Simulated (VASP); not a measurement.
# Al2Pt (P4mm) in VASP: a series of runs

Runs on Al2Pt. Level: PBE. Tasks: single point, relaxation of cell and atoms.

Everything below comes from runs of VASP 6.6.1. Logs are shortened: lines on timing, memory, paths and dates and some standing lists are left out, and cuts for length are marked.

**1. The cell of the first run**

It takes space group P4mm (No. 99, tetragonal). The conventional cell has a = 4.063 Å, b = 4.063 Å, c = 5.894 Å, α = 90.00°, β = 90.00°, γ = 90.00°. Within 2.9 Å of Al (site symmetry 4mm) lie 4 Al at 2.19 Å. Within 3.1 Å of Al (site symmetry 4mm) lie 4 Pt at 2.37 Å and 8 Al at 2.68 to 3.02 Å. Within 2.9 Å of Al (site symmetry 2mm) lie 8 Al at 2.19 to 2.87 Å. Pt (site symmetry 2mm) has 6 Al at 2.37 to 2.96 Å and 4 Pt at 2.87 Å within 3.1 Å.

**2. Single point, PBE**

INCAR

```
PREC = Accurate ; ENCUT = 520
EDIFF = 1E-6 ; ISMEAR = 0
SIGMA = 0.1 ; LREAL = False
LASPH = True ; NELM = 100
ALGO = Fast ; ISIF = 2
LWAVE = False ; LCHARG = False
GGA = PE ; NBANDS = 25
```

KPOINTS

```
regular mesh
0
Gamma
  4 4 4
```

POSCAR

```
Al2Pt
1.0
    4.0626934600      0.0000000000      0.0000000000
    0.0000000000      4.0626934600      0.0000000000
    0.0000000000      0.0000000000      5.8940972100
Al Pt
4 2
Direct
    0.5000000000      0.5000000000      0.1345703200
    0.0000000000      0.0000000000      0.2926600300
    0.5000000000      0.0000000000      0.9962351100
    0.0000000000      0.5000000000      0.9962351100
    0.5000000000      0.0000000000      0.4987484400
    0.0000000000      0.5000000000      0.4987484400
```

Potentials or basis: VASP PAW PBE potentials, release 64 (Al, Pt).

Started as:

```sh
$ cat potpaw_PBE.64/Al/POTCAR potpaw_PBE.64/Pt/POTCAR > POTCAR
$ mpirun -np 1 vasp_std > vasp.out
```

OUTCAR:

```text
PREC = Accurate
   ENCUT = 520
   EDIFF = 1E-6
   ISMEAR = 0
   LREAL = False
   LASPH = True
   NELM = 100
   ISIF = 2
   GGA = PE

 ion  position               nearest neighbor table
   1  0.500  0.500  0.135-   3 2.19   4 2.19   3 2.19   4 2.19   5 2.96   5 2.96   6 2.96   6 2.96
                             2 3.02   2 3.02   2 3.02   2 3.02
   2  0.000  0.000  0.293-   5 2.37   6 2.37   6 2.37   5 2.37   4 2.68   3 2.68   3 2.68   4 2.68
                             1 3.02   1 3.02   1 3.02   1 3.02
   3  0.500  0.000  0.996-   1 2.19   1 2.19   2 2.68   2 2.68   4 2.87   4 2.87   4 2.87   4 2.87
                             5 2.93   5 2.96
   4  0.000  0.500  0.996-   1 2.19   1 2.19   2 2.68   2 2.68   3 2.87   3 2.87   3 2.87   3 2.87
                             6 2.93   6 2.96
   5  0.500  0.000  0.499-   2 2.37   2 2.37   6 2.87   6 2.87   6 2.87   6 2.87   3 2.93   1 2.96
                             1 2.96   3 2.96
   6  0.000  0.500  0.499-   2 2.37   2 2.37   5 2.87   5 2.87   5 2.87   5 2.87   4 2.93   1 2.96
                             1 2.96   4 2.96

  LATTYP: Found a simple tetragonal cell.
 ALAT       =     4.0626934600
 C/A-ratio  =     1.4507856101

  Lattice vectors:

 A1 = (   4.0626934600,   0.0000000000,   0.0000000000)
 A2 = (   0.0000000000,   4.0626934600,   0.0000000000)
 A3 = (   0.0000000000,   0.0000000000,   5.8940972100)

Analysis of symmetry for initial positions (statically):
=====================================================================
 Subroutine PRICEL returns:
 Original cell was already a primitive cell.

 Routine SETGRP: Setting up the symmetry group for a
 simple tetragonal supercell.

 Subroutine GETGRP returns: Found  8 space group operations
 (whereof  8 operations were pure point group operations)
 out of a pool of 16 trial point group operations.

The static configuration has the point symmetry C_4v.

Analysis of symmetry for dynamics (positions and initial velocities):
=====================================================================
 Subroutine PRICEL returns:
 Original cell was already a primitive cell.

 Routine SETGRP: Setting up the symmetry group for a
 simple tetragonal supercell.

 Subroutine GETGRP returns: Found  8 space group operations
 (whereof  8 operations were pure point group operations)
 out of a pool of 16 trial point group operations.

The dynamic configuration has the point symmetry C_4v.

 Subroutine INISYM returns: Found  8 space group operations
 (whereof  8 operations are pure point group operations),
 and found     1 'primitive' translations

----------------------------------------------------------------------------------------

                                     Primitive cell

  volume of cell :      97.2849

  direct lattice vectors                    reciprocal lattice vectors
     4.062693460  0.000000000  0.000000000     0.246142125  0.000000000  0.000000000
     0.000000000  4.062693460  0.000000000     0.000000000  0.246142125  0.000000000
     0.000000000  0.000000000  5.894097210     0.000000000  0.000000000  0.169661267

  length of vectors
     4.062693460  4.062693460  5.894097210     0.246142125  0.246142125  0.169661267

  position of ions in fractional coordinates (direct lattice)
     0.500000000  0.500000000  0.134570320
     0.000000000  0.000000000  0.292660030
     0.500000000  0.000000000  0.996235110
     0.000000000  0.500000000  0.996235110
     0.500000000  0.000000000  0.498748440
     0.000000000  0.500000000  0.498748440

  ion indices of the primitive-cell ions
   primitive index   ion index
                 1           1
                 2           2
                 3           3
                 4           4
                 5           5
                 6           6

----------------------------------------------------------------------------------------

 KPOINTS: regular mesh

Automatic generation of k-mesh.
 Grid dimensions read from file:
 generate k-points for:    4    4    4

 Generating k-lattice:

  Cartesian coordinates                     Fractional coordinates (reciprocal lattice)
     0.061535531  0.000000000  0.000000000     0.250000000  0.000000000  0.000000000
     0.000000000  0.061535531  0.000000000     0.000000000  0.250000000  0.000000000
     0.000000000  0.000000000  0.042415317     0.000000000  0.000000000  0.250000000

  Length of vectors
     0.061535531  0.061535531  0.042415317

  Shift w.r.t. Gamma in fractional coordinates (k-lattice)
     0.000000000  0.000000000  0.000000000

 Subroutine IBZKPT returns following result:
 ===========================================

 Found     18 irreducible k-points:

 Following reciprocal coordinates:
            Coordinates               Weight
  0.000000  0.000000  0.000000      1.000000
  0.250000  0.000000  0.000000      4.000000
  0.500000  0.000000  0.000000      2.000000
  0.250000  0.250000  0.000000      4.000000
  0.500000  0.250000  0.000000      4.000000
  0.500000  0.500000  0.000000      1.000000
[... 10 lines left out ...]
  0.500000  0.250000  0.500000      4.000000
  0.500000  0.500000  0.500000      1.000000
   k-points           NKPTS =     18   k-points in BZ     NKDIM =     18   number of bands    NBANDS=     25
   number of dos      NEDOS =    301   number of ions     NIONS =      6
   total plane-waves  NPLWV =  43200
   dimension x,y,z NGX =    30 NGY =   30 NGZ =   48
   dimension x,y,z NGXF=    60 NGYF=   60 NGZF=   96
   ions per type =               4   2
   NGX,Y,Z   is equivalent  to a cutoff of  12.28, 12.28, 13.54 a.u.
   NGXF,Y,Z  is equivalent  to a cutoff of  24.55, 24.55, 27.08 a.u.
 SYSTEM =  unknown system
   PREC   = accura    normal or accurate (medium, high low for compatibility)
   ISTART =      0    job   : 0-new  1-cont  2-samecut
   ICHARG =      2    charge: 1-file 2-atom 10-const
   ISPIN  =      1    spin polarized calculation?
   LNONCOLLINEAR =      F non collinear calculations
   LSORBIT =      F    spin-orbit coupling
   LASPH  =      T    aspherical Exc in radial PAW
   ENCUT  =  520.0 eV  38.22 Ry    6.18 a.u.   7.55  7.55 10.96*2*pi/ulx,y,z
   NELM   =    100;   NELMIN=  2; NELMDL= -5     # of ELM steps
   EDIFF  = 0.1E-05   stopping-criterion for ELM
   LREAL  =      F    real-space projection
   EDIFFG = 0.1E-04   stopping-criterion for IOM
   NSW    =      0    number of steps for IOM
   IBRION =     -1    ionic relax: 0-MD 1-quasi-New 2-CG
   NFREE  =      0    steps in history (QN), initial steepest desc. (CG)
   ISIF   =      2    stress and relaxation
   ISYM   =      2    0-nonsym 1-usesym 2-fastsym
   POTIM  = 0.5000    time-step for ionic-motion
   TEBEG  =    0.0;   TEEND  =   0.0 temperature during run
   PSTRESS=    0.0 pullay stress
   NELECT =      32.0000    total number of electrons
   NUPDOWN=      -1.0000    fix difference up-down
   EMIN   =  10.00;   EMAX   =-10.00  energy-range for DOS
   EFERMI =   0.00;   METHOD = LEGACY
   ISMEAR =     0;   SIGMA  =   0.10  broadening in eV -4-tet -1-fermi 0-gaus
   EFERMI_NEDOS =   21; number of points for ismear=-14 and -15
   IALGO  =     68    algorithm
   IMIX   =      4    mixing-type and parameters
     AMIX     =   0.40;   BMIX     =  1.00
     AMIX_MAG =   1.60;   BMIX_MAG =  1.00
  volume/ion in A,a.u.               =      16.21       109.42
  Fermi-wavevector in a.u.,A,eV,Ry     =   1.130081  2.135544 17.375779  1.277084
  Thomas-Fermi vector in A             =   2.266777
   LORBIT       =      0    0 simple, 1 ext, 2 COOP (PROOUT), +10 PAW based schemes
   GGA     = PE    functional components
   LHFCALC =     F    Hartree Fock is set to
   AEXX    =    0.0000 exact exchange contribution
   IVDW    =     0    specifies the selected vdW correction
   LEPSILON=     F    determine dielectric tensor
   LRPA    =     F    only Hartree local field effects (RPA)
 non-spin polarized calculation
 RMM-DIIS sequential band-by-band and
 Gauss-broadening in eV      SIGMA  =   0.10
  energy-cutoff  :      520.00
  volume of cell :       97.28
 maximum number of plane-waves:      2644
   NGX = 15   NGY = 15   NGZ = 21

 number of electron      31.9999994 magnetization

 Free energy of the ion-electron system (eV)
  ---------------------------------------------------
  ext. energy  EPLUGINS =         0.00000000
  ---------------------------------------------------
  free energy    TOTEN  =       -24.97079342 eV

  energy without entropy =      -24.95494396  energy(sigma->0) =      -24.96286869

 E-fermi :   8.3914     XC(G=0): -10.9752

 val. band max:        8.3871503254   @ k =   0.5000   0.0000   0.0000
 cond. band min:       8.4003715102   @ k =   0.5000   0.0000   0.2500
 fundamental gap:      0.0132211847
 Fermi energy:         8.3913550413

 k-point     1 :       0.0000    0.0000    0.0000
  band No.  band energies     occupation
      1      -2.9938      2.00000
      2       0.7835      2.00000
      3       3.0908      2.00000
      4       3.3232      2.00000
      5       3.5216      2.00000
      6       3.5216      2.00000
[... 17 lines left out ...]
     24      13.9206      0.00000
     25      14.1425      0.00000

 k-point     2 :       0.2500    0.0000    0.0000
  band No.  band energies     occupation
      1      -2.4362      2.00000
      2       1.1299      2.00000
      3       1.9913      2.00000
      4       3.6049      2.00000
      5       3.6275      2.00000
      6       3.8521      2.00000
[... 17 lines left out ...]
     24      14.7725      0.00000
     25      16.1956      0.00000

 k-point     3 :       0.5000    0.0000    0.0000
  band No.  band energies     occupation
      1      -0.9081      2.00000
      2      -0.7683      2.00000
      3       2.6779      2.00000
      4       3.7270      2.00000
      5       4.0433      2.00000
      6       4.2388      2.00000
[... 384 lines left out ...]
 k-point    17 :       0.5000    0.2500    0.5000
  band No.  band energies     occupation
      1      -0.2319      2.00000
      2      -0.0917      2.00000
      3       2.6953      2.00000
      4       2.7763      2.00000
      5       2.8953      2.00000
      6       3.5824      2.00000
[... 17 lines left out ...]
     24      13.8419      0.00000
     25      15.8332      0.00000

 k-point    18 :       0.5000    0.5000    0.5000
  band No.  band energies     occupation
      1       1.0236      2.00000
      2       1.1363      2.00000
      3       1.3044      2.00000
      4       1.3044      2.00000
      5       3.1509      2.00000
      6       3.1509      2.00000
[... 17 lines left out ...]
     24      14.2356      0.00000
     25      16.0118      0.00000

------------------------ aborting loop because EDIFF is reached ----------------------------------------

  FORCE on cell =-STRESS in cart. coord.  units (eV):
  Direction    XX          YY          ZZ          XY          YZ          ZX
  --------------------------------------------------------------------------------------
  -------------------------------------------------------------------------------------
  Total       17.6480743     17.6480743      1.5050599      0.0000000      0.0000000      0.0000000
  in kB      290.6447621    290.6447621     24.7867141      0.0000000      0.0000000      0.0000000
  external PRESSURE =     202.0254128 kB  Pullay stress =       0.0000000 kB

 VOLUME and BASIS-vectors are now :
 -----------------------------------------------------------------------------
  energy-cutoff  :      520.00
  volume of cell :       97.28
      direct lattice vectors                 reciprocal lattice vectors
     4.062693460  0.000000000  0.000000000     0.246142125  0.000000000  0.000000000
     0.000000000  4.062693460  0.000000000     0.000000000  0.246142125  0.000000000
     0.000000000  0.000000000  5.894097210     0.000000000  0.000000000  0.169661267

 POSITION                                       TOTAL-FORCE (eV/Angst)
 -----------------------------------------------------------------------------------
      2.03135      2.03135      0.79317         0.000000     -0.000000      7.105549
      0.00000      0.00000      1.72497         0.000000      0.000000     -0.888648
      2.03135      0.00000      5.87191         0.000000      0.000000     -4.389032
      0.00000      2.03135      5.87191         0.000000      0.000000     -4.389032
      2.03135      0.00000      2.93967         0.000000      0.000000      1.280582
      0.00000      2.03135      2.93967         0.000000     -0.000000      1.280582
 -----------------------------------------------------------------------------------
    total drift:                                0.000000     -0.000000      0.003096

  FREE ENERGIE OF THE ION-ELECTRON SYSTEM (eV)
  ---------------------------------------------------
  free  energy   TOTEN  =       -24.9707934208 eV

  energy  without entropy=      -24.9549439648  energy(sigma->0) =      -24.96286869
```

Run time: 46 s. Hardware: 1 thread of Intel Xeon 6975P-C, shared host; peak memory 0.21 GiB.

Results:

```
Free energy            : -24.9708 eV
Pressure               : 20.2 GPa
Largest force          : 7.106 eV/Å
Band gap on the k mesh : zero (band 16 reaches 8.75 eV, above the bottom of band 17 at 7.46 eV)
```

Forces in eV/Å, atoms in the order of the input:
```
Al   0.000  0.000  7.106
Al   0.000  0.000 -0.889
Al   0.000  0.000 -4.389
Al   0.000  0.000 -4.389
Pt   0.000  0.000  1.281
Pt   0.000  0.000  1.281
```

Stress tensor (GPa, compression positive):
```
29.06  0.00  0.00
 0.00 29.06  0.00
 0.00  0.00  2.48
```

Levels at points of the mesh, in eV from the Fermi level:
| k point | band 14 | band 15 | band 16 | band 17 | band 18 | band 19 |
| --- | --- | --- | --- | --- | --- | --- |
| (0.00, 0.00, 0.00) | -1.27 | -0.41 | 0.06 | 0.64 | 3.08 | 3.08 |
| (0.50, 0.00, 0.00) | -1.92 | -1.18 | -0.91 | -0.75 | 0.00 | 1.50 |
| (0.50, 0.50, 0.00) | -1.59 | -1.33 | -0.93 | -0.93 | -0.06 | 1.96 |
| (0.00, 0.00, 0.50) | -0.86 | -0.79 | 0.06 | 0.64 | 1.56 | 1.56 |
| (0.50, 0.00, 0.50) | -2.15 | -0.75 | 0.36 | 0.77 | 1.04 | 3.06 |
| (0.50, 0.50, 0.50) | -2.25 | -1.67 | -1.59 | 0.96 | 0.96 | 3.69 |

Caveat: the k points lie up to 0.39 Å⁻¹ apart; spin-orbit coupling is left out, which moves the levels of the heavy elements; forces of over 1 eV/Å act on the atoms, so gaps and moduli don't describe the material at rest.

(Continued in part 2 of 4.)
